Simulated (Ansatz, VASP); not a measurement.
# HfC in VASP and in Ansatz

```xyz
2
Lattice="0.0000 2.3706 2.3706 2.3706 0.0000 2.3706 2.3706 2.3706 0.0000" Properties=species:S:1:pos:R:3 pbc="T T T"
Hf    2.3706    2.3706    2.3706
C     0.0000    0.0000    0.0000
```

Change from the starting cell: volume scaled by 1.06, PAW files.

Alike in both runs: task electric field gradients; functional PBEsol; k mesh 15 × 15 × 15; occupations fermi-dirac, width 0.05 eV; no spin polarisation.

```csv
,VASP,Ansatz
version,VASP 6.6.1,Ansatz 0.2.0
potentials or method,"VASP PAW PBE potentials, release 64 (Hf_pv, C)","PAW with Ansatz's default frozen-core files, scalar-relativistic"
plane-wave cutoff (eV),520,420
valence electrons in the cell,14,30
```

VASP gave:

| Item | Value |
| --- | --- |
| pressure (GPa) | -18.6 |

Question: Estimate Ansatz's values.

Answer: Pressure (GPa): -18.0.

VASP's potentials were made for PBE, not for PBEsol. VASP's potentials hold 14 valence electrons a cell and Ansatz's 30, so a difference there can come from the potentials and not from the codes.

Neither program's run includes spin-orbit coupling.
